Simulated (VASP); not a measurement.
Input of a VASP 6.6.1 run:

File INCAR:

```
PREC = Accurate ; ENCUT = 520
EDIFF = 1E-6 ; ISMEAR = 0
SIGMA = 0.1 ; LREAL = False
LASPH = True ; NELM = 80
ALGO = Normal ; ISIF = 2
LWAVE = False ; LCHARG = True
GGA = PE ; LELF = True
LVHAR = True ; NBANDS = 15
```

KPOINTS

```
regular mesh
0
Gamma
  16 16 16
```

File POSCAR:

```
ZrC
1.0
    0.0000000000      2.3181061314      2.3181061314
    2.3181061314      0.0000000000      2.3181061314
    2.3181061314      2.3181061314      0.0000000000
Zr C
1 1
Direct
    0.5000000000      0.5000000000      0.5000000000
    0.0000000000      0.0000000000      0.0000000000
```

Potentials or basis: VASP PAW PBE potentials, release 64 (Zr_sv, C).

Command:

```console
$ cat potpaw_PBE.64/Zr_sv/POTCAR potpaw_PBE.64/C/POTCAR > POTCAR
$ mpirun -np 1 vasp_std > vasp.out
```

Task: Estimate the pressure.

Result: 11.6 GPa.

Task: What does it give for the band gap on the k mesh?

Result: Zero (band 8 reaches 11.04 eV, above the bottom of band 9 at 9.72 eV).

Caveat: the cell differs from its parent crystal (strained).
